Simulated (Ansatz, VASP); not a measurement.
## Two plane-wave programs on HfC2

```xyz
3
Lattice="3.2818 0.0000 0.0000 -1.6409 2.8421 0.0000 0.0000 0.0000 3.1797" Properties=species:S:1:pos:R:3 pbc="T T T"
Hf    0.0000    0.0000    0.0000
C     0.0000    1.8947    1.5898
C     1.6409    0.9474    1.5898
```

Change from the starting cell: species swapped into the NdAg2 type (P6/mmm, No. 191).

Alike in both runs: task relaxation of cell and atoms; functional PBE; k mesh 18 × 18 × 14; occupations gaussian, width 0.1 eV; no spin polarisation.

|  | VASP | Ansatz |
| --- | --- | --- |
| version | VASP 6.6.1 | Ansatz 0.2.0 |
| potentials or method | VASP PAW PBE potentials, release 64 (Hf_pv, C), cutoff 600 eV | scalar-relativistic, plane waves, PAW |
| valence electrons in the cell | 18 | 34 |

VASP gave:

```
gap on the k mesh at the Fermi level, each at its own relaxed structure (eV) : none
relaxed volume (Å³/atom)                                                     : 9.64
relaxed cell length with the largest relative difference (Å)                 : 3.225
```

Task: What did Ansatz give for the same quantities?

Result: gap on the k mesh at the Fermi level, each at its own relaxed structure (eV): none; relaxed volume (Å³/atom): 9.73; relaxed cell length with the largest relative difference (Å): 3.239.

A gap of «none» marks a metal or a gap that the smearing closes. VASP's potentials hold 18 valence electrons a cell and Ansatz's 34, so a difference there can come from the potentials and not from the codes.

Neither program's run includes spin-orbit coupling.
